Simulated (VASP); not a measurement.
# VN (Fm-3m) in VASP: a series of runs

VN is run at these levels: LDA; tasks: single point.

All numbers are computed with VASP 6.6.1; they aren't measurements. Logs are shortened: lines on timing, memory, paths and dates and some standing lists are left out, and cuts for length are marked.

### 1 The cell of the first run

It takes space group Fm-3m (No. 225, cubic). Conventional cell: a = 4.043 Å, b = 4.043 Å, c = 4.043 Å, α = 90.00°, β = 90.00°, γ = 90.00°. V (site symmetry m-3m) has 6 N at 2.02 Å within 2.7 Å. Within 2.7 Å of N (site symmetry m-3m) lie 6 V at 2.02 Å.

### 2 Single point, LDA

Contents of INCAR:

```
  ALGO = Normal
  EDIFF = 1E-6
  ENCUT = 1330
  GGA = CA
  GGA_COMPAT = False
  ISIF = 2
  ISMEAR = 0
  LASPH = True
  LCHARG = False
  LREAL = False
  LWAVE = False
  NBANDS = 16
  NELM = 120
  PREC = Accurate
  SIGMA = 0.1
```

Contents of KPOINTS:

```
k-points
0
Gamma
  8 8 8
```

Contents of POSCAR:

```
VN
1.0
    0.0000000000      2.0214115156      2.0214115156
    2.0214115156      0.0000000000      2.0214115156
    2.0214115156      2.0214115156      0.0000000000
V N
1 1
Direct
    0.0000000000      0.0000000000      0.0000000000
    0.5000000000      0.5000000000      0.5000000000
```

Potentials or basis: VASP PAW LDA potentials, release 64 (V_sv, N_h).

The run is started by

```
> cat potpaw_LDA.64/V_sv/POTCAR potpaw_LDA.64/N_h/POTCAR > POTCAR
> mpirun -np 1 vasp_std > vasp.out
```

OUTCAR:

```text
EDIFF = 1E-6
   ENCUT = 1330
   GGA = CA
   ISIF = 2
   ISMEAR = 0
   LASPH = True
   LREAL = False
   NELM = 120
   PREC = Accurate

 ion  position               nearest neighbor table
   1  0.000  0.000  0.000-   2 2.02   2 2.02   2 2.02   2 2.02   2 2.02   2 2.02
   2  0.500  0.500  0.500-   1 2.02   1 2.02   1 2.02   1 2.02   1 2.02   1 2.02

  LATTYP: Found a face centered cubic cell.
 ALAT       =     4.0428230312

  Lattice vectors:

 A1 = (   0.0000000000,   2.0214115156,   2.0214115156)
 A2 = (   2.0214115156,   0.0000000000,   2.0214115156)
 A3 = (   2.0214115156,   2.0214115156,   0.0000000000)

Analysis of symmetry for initial positions (statically):
=====================================================================
 Subroutine PRICEL returns:
 Original cell was already a primitive cell.

 Routine SETGRP: Setting up the symmetry group for a
 face centered cubic supercell.

 Subroutine GETGRP returns: Found 48 space group operations
 (whereof 48 operations were pure point group operations)
 out of a pool of 48 trial point group operations.

The static configuration has the point symmetry O_h .

Analysis of symmetry for dynamics (positions and initial velocities):
=====================================================================
 Subroutine PRICEL returns:
 Original cell was already a primitive cell.

 Routine SETGRP: Setting up the symmetry group for a
 face centered cubic supercell.

 Subroutine GETGRP returns: Found 48 space group operations
 (whereof 48 operations were pure point group operations)
 out of a pool of 48 trial point group operations.

The dynamic configuration has the point symmetry O_h .

 Subroutine INISYM returns: Found 48 space group operations
 (whereof 48 operations are pure point group operations),
 and found     1 'primitive' translations

----------------------------------------------------------------------------------------

                                     Primitive cell

  volume of cell :      16.5194

  direct lattice vectors                    reciprocal lattice vectors
     0.000000000  2.021411516  2.021411516    -0.247351910  0.247351910  0.247351910
     2.021411516  0.000000000  2.021411516     0.247351910 -0.247351910  0.247351910
     2.021411516  2.021411516  0.000000000     0.247351910  0.247351910 -0.247351910

  length of vectors
     2.858707580  2.858707580  2.858707580     0.428426076  0.428426076  0.428426076

  position of ions in fractional coordinates (direct lattice)
     0.000000000  0.000000000  0.000000000
     0.500000000  0.500000000  0.500000000

  ion indices of the primitive-cell ions
   primitive index   ion index
                 1           1
                 2           2

----------------------------------------------------------------------------------------

 KPOINTS: k-points

Automatic generation of k-mesh.
 Grid dimensions read from file:
 generate k-points for:    8    8    8

 Generating k-lattice:

  Cartesian coordinates                     Fractional coordinates (reciprocal lattice)
    -0.030918989  0.030918989  0.030918989     0.125000000  0.000000000  0.000000000
     0.030918989 -0.030918989  0.030918989     0.000000000  0.125000000  0.000000000
     0.030918989  0.030918989 -0.030918989     0.000000000  0.000000000  0.125000000

  Length of vectors
     0.053553260  0.053553260  0.053553260

  Shift w.r.t. Gamma in fractional coordinates (k-lattice)
     0.000000000  0.000000000  0.000000000

 Subroutine IBZKPT returns following result:
 ===========================================

 Found     29 irreducible k-points:

 Following reciprocal coordinates:
            Coordinates               Weight
  0.000000  0.000000  0.000000      1.000000
  0.125000  0.000000  0.000000      8.000000
  0.250000  0.000000  0.000000      8.000000
  0.375000  0.000000  0.000000      8.000000
  0.500000  0.000000  0.000000      4.000000
  0.125000  0.125000  0.000000      6.000000
[... 16 lines left out ...]
  0.500000  0.250000  0.125000     48.000000
 -0.375000  0.250000  0.125000     24.000000
 [... further k-points ...]
   k-points           NKPTS =     29   k-points in BZ     NKDIM =     29   number of bands    NBANDS=     16
   number of dos      NEDOS =    301   number of ions     NIONS =      2
   total plane-waves  NPLWV =  46656
   dimension x,y,z NGX =    36 NGY =   36 NGZ =   36
   dimension x,y,z NGXF=    72 NGYF=   72 NGZF=   72
   ions per type =               1   1
   NGX,Y,Z   is equivalent  to a cutoff of  20.94, 20.94, 20.94 a.u.
   NGXF,Y,Z  is equivalent  to a cutoff of  41.87, 41.87, 41.87 a.u.
 SYSTEM =  unknown system
   PREC   = accura    normal or accurate (medium, high low for compatibility)
   ISTART =      0    job   : 0-new  1-cont  2-samecut
   ICHARG =      2    charge: 1-file 2-atom 10-const
   ISPIN  =      1    spin polarized calculation?
   LNONCOLLINEAR =      F non collinear calculations
   LSORBIT =      F    spin-orbit coupling
   LASPH  =      T    aspherical Exc in radial PAW
   ENCUT  = 1330.0 eV  97.75 Ry    9.89 a.u.   8.50  8.50  8.50*2*pi/ulx,y,z
   NELM   =    120;   NELMIN=  2; NELMDL= -5     # of ELM steps
   EDIFF  = 0.1E-05   stopping-criterion for ELM
   LREAL  =      F    real-space projection
   EDIFFG = 0.1E-04   stopping-criterion for IOM
   NSW    =      0    number of steps for IOM
   IBRION =     -1    ionic relax: 0-MD 1-quasi-New 2-CG
   NFREE  =      0    steps in history (QN), initial steepest desc. (CG)
   ISIF   =      2    stress and relaxation
   ISYM   =      2    0-nonsym 1-usesym 2-fastsym
   POTIM  = 0.5000    time-step for ionic-motion
   TEBEG  =    0.0;   TEEND  =   0.0 temperature during run
   PSTRESS=    0.0 pullay stress
   NELECT =      18.0000    total number of electrons
   NUPDOWN=      -1.0000    fix difference up-down
   EMIN   =  10.00;   EMAX   =-10.00  energy-range for DOS
   EFERMI =   0.00;   METHOD = LEGACY
   ISMEAR =     0;   SIGMA  =   0.10  broadening in eV -4-tet -1-fermi 0-gaus
   EFERMI_NEDOS =   21; number of points for ismear=-14 and -15
   IALGO  =     38    algorithm
   IMIX   =      4    mixing-type and parameters
     AMIX     =   0.40;   BMIX     =  1.00
     AMIX_MAG =   1.60;   BMIX_MAG =  1.00
  volume/ion in A,a.u.               =       8.26        55.74
  Fermi-wavevector in a.u.,A,eV,Ry     =   1.684616  3.183463 38.612398  2.837931
  Thomas-Fermi vector in A             =   2.767607
   LORBIT       =      0    0 simple, 1 ext, 2 COOP (PROOUT), +10 PAW based schemes
   GGA     = CA    functional components
   LHFCALC =     F    Hartree Fock is set to
   AEXX    =    0.0000 exact exchange contribution
   IVDW    =     0    specifies the selected vdW correction
   LEPSILON=     F    determine dielectric tensor
   LRPA    =     F    only Hartree local field effects (RPA)
 non-spin polarized calculation
 Gauss-broadening in eV      SIGMA  =   0.10
  energy-cutoff  :     1330.00
  volume of cell :       16.52
 maximum number of plane-waves:      1840
 NGX is ok and might be reduce to    36
   NGX = 17   NGY = 17   NGZ = 17

 number of electron      18.0000000 magnetization

 Free energy of the ion-electron system (eV)
  ---------------------------------------------------
  ext. energy  EPLUGINS =         0.00000000
  ---------------------------------------------------
  free energy    TOTEN  =       -21.52828166 eV

  energy without entropy =      -21.51611780  energy(sigma->0) =      -21.52219973

 E-fermi :  13.1102     XC(G=0): -14.3185

 val. band max:       13.0812416501   @ k =   0.2500   0.0000   0.0000
 cond. band min:      13.1284206204   @ k =  -0.3750   0.2500   0.0000
 fundamental gap:      0.0471789703
 Fermi energy:        13.1102387868

 k-point     1 :       0.0000    0.0000    0.0000
  band No.  band energies     occupation
      1     -51.5996      2.00000
      2     -25.6150      2.00000
      3     -25.6150      2.00000
      4     -25.6150      2.00000
      5      -5.1209      2.00000
      6      10.7396      2.00000
[... 8 lines left out ...]
     15      27.1974      0.00000
     16      33.6855      0.00000

 k-point     2 :       0.1250    0.0000    0.0000
  band No.  band energies     occupation
      1     -51.5849      2.00000
      2     -25.7113      2.00000
      3     -25.6235      2.00000
      4     -25.6235      2.00000
      5      -4.7719      2.00000
      6       9.0326      2.00000
[... 8 lines left out ...]
     15      27.1476      0.00000
     16      33.2183      0.00000

 k-point     3 :       0.2500    0.0000    0.0000
  band No.  band energies     occupation
      1     -51.5492      2.00000
      2     -25.9384      2.00000
      3     -25.6438      2.00000
      4     -25.6438      2.00000
      5      -3.8394      2.00000
      6       6.6829      2.00000
[... 8 lines left out ...]
     15      26.6062      0.00000
     16      31.4013      0.00000

 k-point     4 :       0.3750    0.0000    0.0000
  band No.  band energies     occupation
      1     -51.5132      2.00000
      2     -26.1586      2.00000
      3     -25.6640      2.00000
      4     -25.6640      2.00000
      5      -2.6780      2.00000
      6       4.6306      2.00000
[... 8 lines left out ...]
     15      27.2325      0.00000
     16      29.2100      0.00000
[... 324 lines left out ...]
 k-point    22 :       0.3750    0.2500    0.1250
  band No.  band energies     occupation
      1     -51.5225      2.00000
      2     -25.9811      2.00000
      3     -25.7587      2.00000
      4     -25.6769      2.00000
      5      -3.3833      2.00000
      6       5.7334      2.00000
[... 8 lines left out ...]
     15      26.4599      0.00000
     16      28.9327      0.00000

 k-point    23 :       0.5000    0.2500    0.1250
  band No.  band energies     occupation
      1     -51.4937      2.00000
      2     -26.0973      2.00000
      3     -25.8173      2.00000
      4     -25.7075      2.00000
      5      -2.6980      2.00000
      6       5.0552      2.00000
[... 8 lines left out ...]
     15      26.2621      0.00000
     16      27.7857      0.00000

 k-point    24 :      -0.3750    0.2500    0.1250
  band No.  band energies     occupation
      1     -51.4817      2.00000
      2     -26.1477      2.00000
      3     -25.8324      2.00000
      4     -25.7262      2.00000
      5      -2.3876      2.00000
      6       4.7625      2.00000
[... 8 lines left out ...]
     15      26.5846      0.00000
     16      27.5961      0.00000

 [... further k-points ...]
[... 5 lines left out ...]
  --------------------------------------------------------------------------------------
  -------------------------------------------------------------------------------------
  Total        0.1153587      0.1153587      0.1153587     -0.0000000     -0.0000000      0.0000000
  in kB       11.1883650     11.1883650     11.1883650     -0.0000000     -0.0000000      0.0000000
  external PRESSURE =      11.1883650 kB  Pullay stress =       0.0000000 kB

 VOLUME and BASIS-vectors are now :
 -----------------------------------------------------------------------------
  energy-cutoff  :     1330.00
  volume of cell :       16.52
      direct lattice vectors                 reciprocal lattice vectors
     0.000000000  2.021411516  2.021411516    -0.247351910  0.247351910  0.247351910
     2.021411516  0.000000000  2.021411516     0.247351910 -0.247351910  0.247351910
     2.021411516  2.021411516  0.000000000     0.247351910  0.247351910 -0.247351910

 POSITION                                       TOTAL-FORCE (eV/Angst)
 -----------------------------------------------------------------------------------
      0.00000      0.00000      0.00000         0.000000      0.000000      0.000000
      2.02141      2.02141      2.02141        -0.000000      0.000000     -0.000000
 -----------------------------------------------------------------------------------
    total drift:                                0.000000      0.000000      0.000000

  FREE ENERGIE OF THE ION-ELECTRON SYSTEM (eV)
  ---------------------------------------------------
  free  energy   TOTEN  =       -21.5282816585 eV

  energy  without entropy=      -21.5161178033  energy(sigma->0) =      -21.52219973
```

It took 26 s on 1 thread of AMD EPYC 7R43 (Zen 3), shared host; peak memory 0.16 GiB.

What came out:

* Free energy: -21.5283 eV
* Pressure: 1.1 GPa
* Band gap on the k mesh: zero (bands 9 and 10 overlap by 2.36 eV)

Levels at points of the mesh, in eV from the Fermi level:
| k point | band 5 | band 6 | band 7 | band 8 | band 9 | band 10 | band 11 | band 12 | band 13 | band 14 |
| --- | --- | --- | --- | --- | --- | --- | --- | --- | --- | --- |
| (0.00, 0.00, 0.00) | -18.23 | -2.37 | -2.37 | -2.37 | -1.75 | -1.75 | -1.75 | -0.61 | -0.61 | 6.76 |
| (0.50, 0.00, 0.00) | -15.16 | -9.40 | -6.54 | -6.54 | 0.61 | 0.61 | 1.57 | 5.34 | 5.34 | 6.46 |
| (0.50, 0.50, 0.00) | -16.37 | -6.90 | -4.25 | -3.82 | -3.82 | 0.47 | 1.30 | 1.30 | 3.04 | 11.03 |

Caveat: the run has no spin polarisation, though such a crystal can be magnetic. With open d or f shells a metallic result of LDA can be an artefact of self-interaction; +U or a hybrid may open a gap.

### 3 Single point, LDA

Contents of INCAR:

```
SYSTEM = VN
PREC = Accurate
ENCUT = 1330
EDIFF = 1E-6
ISMEAR = 0
SIGMA = 0.1
LREAL = .FALSE.
LASPH = .TRUE.
NELM = 120
ALGO = Normal
ISIF = 2
LWAVE = .FALSE.
LCHARG = .TRUE.
GGA = CA
LELF = .TRUE.
LVHAR = .TRUE.
NBANDS = 16
GGA_COMPAT = .FALSE.
```

Contents of KPOINTS:

```
regular mesh
0
G
  18 18 18
  0 0 0
```

Contents of POSCAR:

```
VN
1.0
    0.0000000000      2.0212573412      2.0212573412
    2.0212573412      0.0000000000      2.0212573412
    2.0212573412      2.0212573412      0.0000000000
V N
1 1
Direct
    0.0000000000      0.0000000000      0.0000000000
    0.5000000000      0.5000000000      0.5000000000
```

Potentials or basis: VASP PAW LDA potentials, release 64 (V_sv, N_h).

The run is started by

```
> cat potpaw_LDA.64/V_sv/POTCAR potpaw_LDA.64/N_h/POTCAR > POTCAR
> mpirun -np 1 vasp_std > vasp.out
```

OUTCAR:

```text
SYSTEM = VN
   PREC = Accurate
   ENCUT = 1330
   EDIFF = 1E-6
   ISMEAR = 0
   LREAL = .FALSE.
   LASPH = .TRUE.
   NELM = 120
   ISIF = 2
   GGA = CA

 ion  position               nearest neighbor table
   1  0.000  0.000  0.000-   2 2.02   2 2.02   2 2.02   2 2.02   2 2.02   2 2.02
   2  0.500  0.500  0.500-   1 2.02   1 2.02   1 2.02   1 2.02   1 2.02   1 2.02

  LATTYP: Found a face centered cubic cell.
 ALAT       =     4.0425146824

  Lattice vectors:

 A1 = (   0.0000000000,   2.0212573412,   2.0212573412)
 A2 = (   2.0212573412,   0.0000000000,   2.0212573412)
 A3 = (   2.0212573412,   2.0212573412,   0.0000000000)
[... 626 lines left out ...]
      5      -3.8867      2.00000
      6       6.7616      2.00000
[... 8 lines left out ...]
     15      26.6159      0.00000
     16      30.9380      0.00000

 [... further k-points ...]
[... 5 lines left out ...]
  --------------------------------------------------------------------------------------
  -------------------------------------------------------------------------------------
  Total        0.1152747      0.1152747      0.1152747      0.0000000      0.0000000      0.0000000
  in kB       11.1827808     11.1827808     11.1827808      0.0000000      0.0000000      0.0000000
  external PRESSURE =      11.1827808 kB  Pullay stress =       0.0000000 kB

 VOLUME and BASIS-vectors are now :
 -----------------------------------------------------------------------------
  energy-cutoff  :     1330.00
  volume of cell :       16.52
      direct lattice vectors                 reciprocal lattice vectors
     0.000000000  2.021257341  2.021257341    -0.247370777  0.247370777  0.247370777
     2.021257341  0.000000000  2.021257341     0.247370777 -0.247370777  0.247370777
     2.021257341  2.021257341  0.000000000     0.247370777  0.247370777 -0.247370777

 POSITION                                       TOTAL-FORCE (eV/Angst)
 -----------------------------------------------------------------------------------
      0.00000      0.00000      0.00000         0.000000      0.000000     -0.000000
      2.02126      2.02126      2.02126         0.000000      0.000000      0.000000
 -----------------------------------------------------------------------------------
    total drift:                                0.000000      0.000000      0.000000

  FREE ENERGIE OF THE ION-ELECTRON SYSTEM (eV)
  ---------------------------------------------------
  free  energy   TOTEN  =       -21.5307289855 eV

  energy  without entropy=      -21.5242565047  energy(sigma->0) =      -21.52749275
```

stdout:

```text
POSCAR found type information on POSCAR V N
 POSCAR found :  2 types and       2 ions
 scaLAPACK will be used
 LDA part: xc-table for (Slater(with rela. corr.)+CA(PZ))
 , standard interpolation
 POSCAR, INCAR and KPOINTS ok, starting setup
 FFT: planning ... GRIDC
 FFT: planning ... GRID_SOFT
 FFT: planning ... GRID
 WAVECAR not read
 entering main loop
```

Run time: 2.4 min. Hardware: 1 thread of Intel Xeon Platinum 8259CL at 2.50GHz (Skylake/Cascade Lake), shared host; peak memory 0.33 GiB.

Results:

| Property | Result |
| --- | --- |
| Free energy | -21.5307 eV |
| Pressure | 1.1 GPa |
| Band gap on the k mesh | zero (bands 9 and 10 overlap by 2.35 eV) |

Caveat: the run has no spin polarisation, though such a crystal can be magnetic.

The gap in the log of VASP goes by the Fermi energy; the results here count the filled bands.